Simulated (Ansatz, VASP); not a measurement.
# Two plane-wave programs on Si

```xyz
4
Lattice="3.8017 -0.0508 0.0000 -1.9448 3.3177 0.0000 0.0000 0.0000 6.2887" Properties=species:S:1:pos:R:3 pbc="T T T"
Si   -0.0293    2.1949    0.3964
Si    1.8862    1.0721    3.5408
Si   -0.0293    2.1949    2.7479
Si    1.8862    1.0721    5.8923
```

Change from the starting cell: engineering shear strain xy -0.0267, strain +e along x and -e along y +0.0000.

Alike in both runs: task single point; functional LDA; k mesh 12 × 12 × 6; occupations gaussian, width 0.03 eV; no spin polarisation.

|  | VASP | Ansatz |
| --- | --- | --- |
| version | VASP 6.6.1 | Ansatz 0.2.0 |
| potentials or method | VASP PAW LDA potentials, release 64 (Si), cutoff 520 eV | scalar-relativistic, plane waves, PAW |
| valence electrons in the cell | 16 | 16 |

```tsv
	VASP	Ansatz	Ansatz less VASP
gap on the k mesh at the Fermi level (eV)	0.06	0.07	+0.005
least direct gap on the mesh (eV)	0.90	0.89	-0.005
pressure (GPa)	0.1	0.1	-0.06
traceless stress, the component that is largest in VASP (GPa)	2.41	2.40	-0.012
rms of the force components (eV/Å)	0.129	0.128	-0.0004
```

Ansatz warns that its potentials were made for another functional, while VASP's fit it. LDA's correlation is that of Perdew and Zunger in VASP and of Perdew and Wang (1992) in Ansatz. Atom by atom the forces differ by 0.000 eV/Å (rms over components).
